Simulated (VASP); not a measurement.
# MgO (P6_3/mmc) in VASP: notebook

The runs below take MgO through single point, with r2SCAN.

All numbers are computed with VASP 6.6.1; they aren't measurements. Logs are shortened: lines on timing, memory, paths and dates and some standing lists are left out, and cuts for length are marked.

### 1 The cell of the first run

It takes space group P6_3/mmc (No. 194, hexagonal). Conventional cell: a = 3.678 Å, b = 3.678 Å, c = 3.756 Å, α = 90.00°, β = 90.00°, γ = 120.00°. Mg (site symmetry -6m2) has 5 O at 1.88 to 2.12 Å within 2.5 Å. Within 2.5 Å of O (site symmetry -6m2) lie 5 Mg at 1.88 to 2.12 Å.

### 2 Single point, r2SCAN

POSCAR reads:

```
MgO
1.0
    3.6780545108      0.0000000000      0.0000000000
   -1.8390272554      3.1852886428      0.0000000000
    0.0000000000      0.0000000000      3.7558891101
Mg O
2 2
Direct
    0.6666666667      0.3333333333      0.7500000000
    0.3333333333      0.6666666667      0.2500000000
    0.6666666667      0.3333333333      0.2500000000
    0.3333333333      0.6666666667      0.7500000000
```

INCAR.step1 reads:

```
PREC = Accurate ; ENCUT = 520
ISMEAR = 0 ; SIGMA = 0.05
LREAL = False ; LASPH = True
NELM = 80 ; NBANDS = 16
GGA = PE ; ALGO = Normal
EDIFF = 1E-4 ; LWAVE = True
LCHARG = False
```

INCAR.step2 reads:

```
PREC = Accurate ; ENCUT = 520
EDIFF = 1E-7 ; ISMEAR = 0
SIGMA = 0.05 ; LREAL = False
LASPH = True ; NELM = 80
ALGO = Normal ; ISIF = 2
LWAVE = False ; LCHARG = True
METAGGA = R2SCAN ; LMIXTAU = True
LELF = True ; LVHAR = True
NBANDS = 16 ; ISTART = 1
```

KPOINTS reads:

```
Automatic mesh
0
Gamma
  12 12 6
```

Potentials or basis: VASP PAW PBE potentials, release 64 (Mg, O).

Launch:

```bash
> cat potpaw_PBE.64/Mg/POTCAR potpaw_PBE.64/O/POTCAR > POTCAR
> cp INCAR.step1 INCAR
> mpirun -np 1 vasp_std > vasp.out
> cp INCAR.step2 INCAR
> mpirun -np 1 vasp_std > vasp.out
```

OUTCAR:

```text
PREC = Accurate
   ENCUT = 520
   EDIFF = 1E-7
   ISMEAR = 0
   LREAL = False
   LASPH = True
   NELM = 80
   ISIF = 2
   METAGGA = R2SCAN
   ISTART = 1

 ion  position               nearest neighbor table
   1  0.667  0.333  0.750-   3 1.88   3 1.88   4 2.12   4 2.12   4 2.12   2 2.83   2 2.83   2 2.83
                             2 2.83   2 2.83   2 2.83
   2  0.333  0.667  0.250-   4 1.88   4 1.88   3 2.12   3 2.12   3 2.12   1 2.83   1 2.83   1 2.83
                             1 2.83   1 2.83   1 2.83
   3  0.667  0.333  0.250-   1 1.88   1 1.88   2 2.12   2 2.12   2 2.12
   4  0.333  0.667  0.750-   2 1.88   2 1.88   1 2.12   1 2.12   1 2.12

  LATTYP: Found a hexagonal cell.
 ALAT       =     3.6780545108
 C/A-ratio  =     1.0211618939

  Lattice vectors:

 A1 = (   3.6780545108,   0.0000000000,   0.0000000000)
 A2 = (  -1.8390272554,   3.1852886428,   0.0000000000)
 A3 = (   0.0000000000,   0.0000000000,   3.7558891101)

Analysis of symmetry for initial positions (statically):
=====================================================================
 Subroutine PRICEL returns:
 Original cell was already a primitive cell.

 Routine SETGRP: Setting up the symmetry group for a
 hexagonal supercell.

 Subroutine GETGRP returns: Found 24 space group operations
 (whereof 12 operations were pure point group operations)
 out of a pool of 24 trial point group operations.

The static configuration has the point symmetry D_3d.
 The point group associated with its full space group is D_6h.

Analysis of symmetry for dynamics (positions and initial velocities):
=====================================================================
 Subroutine PRICEL returns:
 Original cell was already a primitive cell.

 Routine SETGRP: Setting up the symmetry group for a
 hexagonal supercell.

 Subroutine GETGRP returns: Found 24 space group operations
 (whereof 12 operations were pure point group operations)
 out of a pool of 24 trial point group operations.

The dynamic configuration has the point symmetry D_3d.
 The point group associated with its full space group is D_6h.

 Subroutine INISYM returns: Found 24 space group operations
 (whereof 12 operations are pure point group operations),
 and found     1 'primitive' translations

----------------------------------------------------------------------------------------

                                     Primitive cell

  volume of cell :      44.0027

  direct lattice vectors                    reciprocal lattice vectors
     3.678054511  0.000000000  0.000000000     0.271882866  0.156971646  0.000000000
    -1.839027255  3.185288643  0.000000000     0.000000000  0.313943291  0.000000000
     0.000000000  0.000000000  3.755889110     0.000000000  0.000000000  0.266248542

  length of vectors
     3.678054511  3.678054511  3.755889110     0.313943291  0.313943291  0.266248542

  position of ions in fractional coordinates (direct lattice)
     0.666666667  0.333333333  0.750000000
     0.333333333  0.666666667  0.250000000
     0.666666667  0.333333333  0.250000000
     0.333333333  0.666666667  0.750000000

  ion indices of the primitive-cell ions
   primitive index   ion index
                 1           1
                 2           2
                 3           3
                 4           4

----------------------------------------------------------------------------------------

 KPOINTS: Automatic mesh

Automatic generation of k-mesh.
 Grid dimensions read from file:
 generate k-points for:   12   12    6

 Generating k-lattice:

  Cartesian coordinates                     Fractional coordinates (reciprocal lattice)
     0.022656905  0.013080970  0.000000000     0.083333333  0.000000000  0.000000000
     0.000000000  0.026161941  0.000000000     0.000000000  0.083333333  0.000000000
     0.000000000  0.000000000  0.044374757     0.000000000  0.000000000  0.166666667

  Length of vectors
     0.026161941  0.026161941  0.044374757

  Shift w.r.t. Gamma in fractional coordinates (k-lattice)
     0.000000000  0.000000000  0.000000000

 Subroutine IBZKPT returns following result:
 ===========================================

 Found     76 irreducible k-points:

 Following reciprocal coordinates:
            Coordinates               Weight
  0.000000  0.000000  0.000000      1.000000
  0.083333  0.000000  0.000000      6.000000
  0.166667  0.000000  0.000000      6.000000
  0.250000  0.000000  0.000000      6.000000
  0.333333  0.000000  0.000000      6.000000
  0.416667 -0.000000  0.000000      6.000000
[... 16 lines left out ...]
  0.250000  0.000000  0.166667     12.000000
  0.333333  0.000000  0.166667     12.000000
 [... further k-points ...]
   k-points           NKPTS =     76   k-points in BZ     NKDIM =     76   number of bands    NBANDS=     16
   number of dos      NEDOS =    301   number of ions     NIONS =      4
   total plane-waves  NPLWV =  21952
   dimension x,y,z NGX =    28 NGY =   28 NGZ =   28
   dimension x,y,z NGXF=    56 NGYF=   56 NGZF=   56
   ions per type =               2   2
   NGX,Y,Z   is equivalent  to a cutoff of  12.66, 12.66, 12.39 a.u.
   NGXF,Y,Z  is equivalent  to a cutoff of  25.31, 25.31, 24.79 a.u.
 SYSTEM =  unknown system
   PREC   = accura    normal or accurate (medium, high low for compatibility)
   ISTART =      1    job   : 0-new  1-cont  2-samecut
   ICHARG =      0    charge: 1-file 2-atom 10-const
   ISPIN  =      1    spin polarized calculation?
   LNONCOLLINEAR =      F non collinear calculations
   LSORBIT =      F    spin-orbit coupling
   LASPH  =      T    aspherical Exc in radial PAW
   ENCUT  =  520.0 eV  38.22 Ry    6.18 a.u.   6.84  6.84  6.98*2*pi/ulx,y,z
   NELM   =     80;   NELMIN=  2; NELMDL=  0     # of ELM steps
   EDIFF  = 0.1E-06   stopping-criterion for ELM
   LREAL  =      F    real-space projection
   EDIFFG = 0.1E-05   stopping-criterion for IOM
   NSW    =      0    number of steps for IOM
   IBRION =     -1    ionic relax: 0-MD 1-quasi-New 2-CG
   NFREE  =      0    steps in history (QN), initial steepest desc. (CG)
   ISIF   =      2    stress and relaxation
   ISYM   =      2    0-nonsym 1-usesym 2-fastsym
   POTIM  = 0.5000    time-step for ionic-motion
   TEBEG  =    0.0;   TEEND  =   0.0 temperature during run
   PSTRESS=    0.0 pullay stress
   NELECT =      16.0000    total number of electrons
   NUPDOWN=      -1.0000    fix difference up-down
   EMIN   =  10.00;   EMAX   =-10.00  energy-range for DOS
   EFERMI =   0.00;   METHOD = LEGACY
   ISMEAR =     0;   SIGMA  =   0.05  broadening in eV -4-tet -1-fermi 0-gaus
   EFERMI_NEDOS =   21; number of points for ismear=-14 and -15
   IALGO  =     38    algorithm
   IMIX   =      4    mixing-type and parameters
     AMIX     =   0.40;   BMIX     =  1.00
     AMIX_MAG =   1.60;   BMIX_MAG =  1.00
  volume/ion in A,a.u.               =      11.00        74.24
  Fermi-wavevector in a.u.,A,eV,Ry     =   1.168481  2.208109 18.576679  1.365347
  Thomas-Fermi vector in A             =   2.304967
   LORBIT       =      0    0 simple, 1 ext, 2 COOP (PROOUT), +10 PAW based schemes
   METAGGA = R2SCAN    functional components
   LHFCALC =     F    Hartree Fock is set to
   AEXX    =    0.0000 exact exchange contribution
   IVDW    =     0    specifies the selected vdW correction
   LEPSILON=     F    determine dielectric tensor
   LRPA    =     F    only Hartree local field effects (RPA)
 non-spin polarized calculation
 Gauss-broadening in eV      SIGMA  =   0.05
  energy-cutoff  :      520.00
  volume of cell :       44.00
 maximum number of plane-waves:      1206
 NGX is ok and might be reduce to    28
   NGX = 13   NGY = 13   NGZ = 13

 number of electron      15.9999998 magnetization

 Free energy of the ion-electron system (eV)
  ---------------------------------------------------
  ext. energy  EPLUGINS =         0.00000000
  ---------------------------------------------------
  free energy    TOTEN  =       -31.49471327 eV

  energy without entropy =      -31.49471327  energy(sigma->0) =      -31.49471327

 E-fermi :   1.6249     XC(G=0): -10.4826

 val. band max:        1.3235245327   @ k =   0.5000   0.0000   0.0000
 cond. band min:       5.4373267103   @ k =   0.0000   0.0000   0.0000
 fundamental gap:      4.1138021775
 Fermi energy:         1.6248617722

 k-point     1 :       0.0000    0.0000    0.0000
  band No.  band energies     occupation
      1     -16.4595      2.00000
      2     -14.9084      2.00000
      3      -1.7389      2.00000
      4      -0.5449      2.00000
      5      -0.5449      2.00000
      6       0.8352      2.00000
[... 8 lines left out ...]
     15      18.1046      0.00000
     16      18.1132      0.00000

 k-point     2 :       0.0833    0.0000    0.0000
  band No.  band energies     occupation
      1     -16.4294      2.00000
      2     -14.9243      2.00000
      3      -1.6962      2.00000
      4      -0.6146      2.00000
      5      -0.6055      2.00000
      6       0.6867      2.00000
[... 8 lines left out ...]
     15      17.8901      0.00000
     16      17.9413      0.00000

 k-point     3 :       0.1667    0.0000    0.0000
  band No.  band energies     occupation
      1     -16.3432      2.00000
      2     -14.9723      2.00000
      3      -1.5715      2.00000
      4      -0.8404      2.00000
      5      -0.7517      2.00000
      6       0.4040      2.00000
[... 8 lines left out ...]
     15      17.3585      0.00000
     16      17.8887      0.00000

 k-point     4 :       0.2500    0.0000    0.0000
  band No.  band energies     occupation
      1     -16.2113      2.00000
      2     -15.0516      2.00000
      3      -1.3751      2.00000
      4      -1.1993      2.00000
      5      -0.9208      2.00000
      6       0.1976      2.00000
[... 8 lines left out ...]
     15      16.7286      0.00000
     16      18.1334      0.00000
[... 324 lines left out ...]
 k-point    22 :       0.1667    0.0000    0.1667
  band No.  band energies     occupation
      1     -16.2285      2.00000
      2     -15.0316      2.00000
      3      -1.7340      2.00000
      4      -0.6498      2.00000
      5      -0.6229      2.00000
      6       0.0065      2.00000
[... 8 lines left out ...]
     15      18.0114      0.00000
     16      18.3506      0.00000

 k-point    23 :       0.2500    0.0000    0.1667
  band No.  band energies     occupation
      1     -16.1062      2.00000
      2     -15.0927      2.00000
      3      -1.7901      2.00000
      4      -0.8504      2.00000
      5      -0.8064      2.00000
      6      -0.1876      2.00000
[... 8 lines left out ...]
     15      17.9302      0.00000
     16      18.3345      0.00000

 k-point    24 :       0.3333    0.0000    0.1667
  band No.  band energies     occupation
      1     -15.9603      2.00000
      2     -15.1772      2.00000
      3      -1.9404      2.00000
      4      -0.9735      2.00000
      5      -0.9429      2.00000
      6      -0.2970      2.00000
[... 8 lines left out ...]
     15      17.5889      0.00000
     16      18.5370      0.00000

 [... further k-points ...]
[... 5 lines left out ...]
  --------------------------------------------------------------------------------------
  -------------------------------------------------------------------------------------
  Total       -1.6241588     -1.6241588     10.6582135      0.0000000      0.0000000      0.0000000
  in kB      -59.1370101    -59.1370101    388.0746580      0.0000000      0.0000000      0.0000000
  external PRESSURE =      89.9335460 kB  Pullay stress =       0.0000000 kB

 VOLUME and BASIS-vectors are now :
 -----------------------------------------------------------------------------
  energy-cutoff  :      520.00
  volume of cell :       44.00
      direct lattice vectors                 reciprocal lattice vectors
     3.678054511  0.000000000  0.000000000     0.271882866  0.156971646  0.000000000
    -1.839027255  3.185288643  0.000000000     0.000000000  0.313943291  0.000000000
     0.000000000  0.000000000  3.755889110     0.000000000  0.000000000  0.266248542

 POSITION                                       TOTAL-FORCE (eV/Angst)
 -----------------------------------------------------------------------------------
      1.83903      1.06176      2.81692         0.000000     -0.000000      0.000000
     -0.00000      2.12353      0.93897        -0.000000      0.000000      0.000000
      1.83903      1.06176      0.93897        -0.000000      0.000000      0.000000
     -0.00000      2.12353      2.81692        -0.000000     -0.000000      0.000000
 -----------------------------------------------------------------------------------
    total drift:                               -0.000000      0.000000     -0.000000

  FREE ENERGIE OF THE ION-ELECTRON SYSTEM (eV)
  ---------------------------------------------------
  free  energy   TOTEN  =       -31.4947132654 eV

  energy  without entropy=      -31.4947132654  energy(sigma->0) =      -31.49471327
```

It took 2.2 min on 1 thread of Intel Xeon 6975P-C (Granite Rapids), shared host; peak memory 0.2 GiB.

Results:

| Item | Value |
| --- | --- |
| Free energy | -31.4947 eV |
| Pressure | 9.0 GPa |
| Band gap on the k mesh | 4.11 eV (least direct gap 4.19 eV) |

Stress tensor (GPa, compression positive):
```
-5.91  0.00  0.00
 0.00 -5.91  0.00
 0.00  0.00 38.81
```

Levels at points of the mesh, in eV from the valence-band top:
```tsv
k point	band 4	band 5	band 6	band 7	band 8	band 9	band 10	band 11	band 12	band 13
(0.00, 0.00, 0.00)	-1.87	-1.87	-0.49	-0.49	-0.08	4.11	11.49	12.71	12.71	14.91
(0.50, 0.00, 0.00)	-2.52	-2.08	-1.29	-1.16	0.00	7.43	10.29	12.18	13.59	14.53
(0.00, 0.00, 0.50)	-2.40	-1.21	-1.21	-1.21	-1.21	7.38	7.38	13.09	13.09	13.09
(0.50, 0.00, 0.50)	-3.75	-1.43	-1.43	-0.60	-0.60	8.25	8.25	13.17	13.17	14.81
```

Caveat: the stress differs along the axes, from -6 to 39 GPa; the PAW data sets were made with another functional, which shifts forces and pressure a little. A k mesh can miss the band edges.

(Part 1 of 2 ends here.)
